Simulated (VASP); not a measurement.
Wanted: the native input for a VASP 6.6.1 run.

* Task: single point
* Functional: r2SCAN
* Potentials or basis: VASP PAW PBE potentials, release 64 (Mg_sv, O)
* Cutoff: 920 eV
* k mesh: 8 × 8 × 8
* Occupations: fermi-dirac, width 0.02 eV
* Spin: no spin polarisation
* Dipole correction: no
* Further INCAR settings: ALGO = Normal; EDIFF = 1e-06; NBANDS = 15

Crystal: MgO.

```
Mg O
1.0
     0.00000    2.11590    2.11590
     2.11590    0.00000    2.11590
     2.11590    2.11590    0.00000
Mg O
1 1
Direct
  0.00000 0.00000 0.00000
  0.50000 0.50000 0.50000
```

These files were run (other wordings do the same):

POSCAR

```
MgO
1.0
    0.0000000000      2.1159000000      2.1159000000
    2.1159000000      0.0000000000      2.1159000000
    2.1159000000      2.1159000000      0.0000000000
Mg O
1 1
Direct
    0.0000000000      0.0000000000      0.0000000000
    0.5000000000      0.5000000000      0.5000000000
```

INCAR.step1

```
SYSTEM = MgO
ALGO     = Normal         ! electronic algorithm
EDIFF    = 1E-5           ! SCF threshold, eV
ENCUT    = 920            ! plane-wave cutoff, eV
GGA      = PE             ! functional
GGA_COMPAT= .FALSE.      
ISMEAR   = -1             ! smearing method
LASPH    = .TRUE.         ! aspherical terms in the spheres
LCHARG   = .FALSE.        ! write CHGCAR
LREAL    = .FALSE.        ! projectors in reciprocal space
LWAVE    = .TRUE.         ! write WAVECAR
NBANDS   = 15             ! bands
NELM     = 120            ! most SCF steps
PREC     = Accurate       ! precision mode
SIGMA    = 0.02           ! smearing width, eV
```

INCAR.step2

```
SYSTEM = MgO
ALGO     = Normal         ! electronic algorithm
EDIFF    = 1E-6           ! SCF threshold, eV
ENCUT    = 920            ! plane-wave cutoff, eV
GGA_COMPAT= .FALSE.      
ISIF     = 2              ! what is computed and relaxed
ISMEAR   = -1             ! smearing method
ISTART   = 1            
LASPH    = .TRUE.         ! aspherical terms in the spheres
LCHARG   = .TRUE.         ! write CHGCAR
LELF     = .TRUE.         ! ELF
LMIXTAU  = .TRUE.       
LREAL    = .FALSE.        ! projectors in reciprocal space
LVHAR    = .TRUE.       
LWAVE    = .FALSE.        ! write WAVECAR
METAGGA  = R2SCAN         ! meta-GGA
NBANDS   = 15             ! bands
NELM     = 120            ! most SCF steps
PREC     = Accurate       ! precision mode
SIGMA    = 0.02           ! smearing width, eV
```

KPOINTS

```
k-points
0
G
  8 8 8
  0 0 0
```

Potentials or basis: VASP PAW PBE potentials, release 64 (Mg_sv, O).

The run is started by

```bash
$ cat potpaw_PBE.64/Mg_sv/POTCAR potpaw_PBE.64/O/POTCAR > POTCAR
$ cp INCAR.step1 INCAR
$ mpirun -np 1 vasp_std > vasp.out
$ cp INCAR.step2 INCAR
$ mpirun -np 1 vasp_std > vasp.out
```

Results of the run:

```
Pressure               : -2.6 GPa
Band gap on the k mesh : 5.51 eV
```

Caveat: the PAW data sets were made with another functional, which shifts forces and pressure a little.

It took 58 s on 1 thread of AMD EPYC 7R13 Processor (Zen 3), with other jobs on the host, peak memory 0.15 GiB.
